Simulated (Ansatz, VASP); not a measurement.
# KCl in VASP and in Ansatz

Contents of INCAR:

```
SYSTEM = KCl
ALGO = Normal
EDIFF = 1E-6
ENCUT = 520
GGA = PS
ISIF = 2
ISMEAR = 0
LASPH = .True.
LCHARG = .True.
LELF = .True.
LREAL = .False.
LVHAR = .True.
LWAVE = .False.
NBANDS = 15
NELM = 60
PREC = Accurate
SIGMA = 0.01
```

KPOINTS

```
k-points
0
Gamma
  5 5 5
  0 0 0
```

POSCAR

```
KCl
1.0
    0.0000000000      3.0822383035      3.0822383035
    3.0822383035      0.0000000000      3.0822383035
    3.0822383035      3.0822383035      0.0000000000
K Cl
1 1
Direct
    0.0000000000      0.0000000000      0.0000000000
    0.5000000000      0.5000000000      0.5000000000
```

Input for Ansatz:

```yaml
crystal:
  lattice:
    - [0.0, 3.0822383034902527, 3.0822383034902527]
    - [3.0822383034902527, 0.0, 3.0822383034902527]
    - [3.0822383034902527, 3.0822383034902527, 0.0]
  atoms:
    - { symbol: K, position: [0.0, 0.0, 0.0] }
    - { symbol: Cl, position: [0.5, 0.5, 0.5] }
basis:
  ecutwfc: 500.0
kpoints:
  mp_grid:
    grid: [5, 5, 5]
hamiltonian:
  xc: pbesol
scf:
  occupations:
    method: fixed
output:
  stress: true
```

Alike in both runs: task single point; functional PBEsol; k mesh 5 × 5 × 5; no spin polarisation.

```csv
,VASP,Ansatz
version,VASP 6.6.1,Ansatz 0.2.0
potentials or method,"VASP PAW PBE potentials, release 64 (K_sv, Cl), cutoff 520 eV","plane waves, PAW"
occupations,"gaussian, width 0.01 eV",fixed
valence electrons in the cell,16,16
```

|  | VASP | Ansatz | Ansatz less VASP |
| --- | --- | --- | --- |
| pressure (GPa) | 0.8 | 0.8 | -0.06 |

VASP's potentials were made for PBE, not for PBEsol.
